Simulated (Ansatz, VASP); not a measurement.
**One calculation of Pd, two programs**

```xyz
9
Lattice="2.7770 0.0000 0.0000 -1.3885 2.4050 0.0000 0.0000 0.0000 20.7064" Properties=species:S:1:pos:R:3 pbc="T T T"
Pd    0.0000    0.0000    0.0000
Pd    0.0000    1.6033    2.2963
Pd    0.0000    0.0000    4.6059
Pd    0.0000    1.6033    6.9021
Pd    1.3885    0.8017    9.1984
Pd    0.0000    1.6033   11.5080
Pd    1.3885    0.8017   13.8043
Pd    0.0000    0.0000   16.1006
Pd    1.3885    0.8017   18.4101
```

Alike in both runs: functional PBE; k mesh 18 × 18 × 3; occupations gaussian, width 0.1 eV; no spin polarisation.

Ansatz relaxed the structure, and its values are those at the end. VASP's run is a single point on that final structure, the one shown.

|  | VASP | Ansatz |
| --- | --- | --- |
| version | VASP 6.6.1 | Ansatz 0.2.0 |
| potentials or method | VASP PAW PBE potentials, release 64 (Pd), cutoff 520 eV | scalar-relativistic, plane waves, PAW |
| valence electrons in the cell | 90 | 162 |

Ansatz gave:

| Item | Value |
| --- | --- |
| gap on the k mesh at the Fermi level (eV) | none |
| pressure (GPa) | 0.0 |

**Question.** Which values does VASP return?

**Answer.** gap on the k mesh at the Fermi level (eV): none; pressure (GPa): -0.3.

A gap of «none» marks a metal or a gap that the smearing closes. VASP's potentials hold 90 valence electrons a cell and Ansatz's 162, so a difference there can come from the potentials and not from the codes.
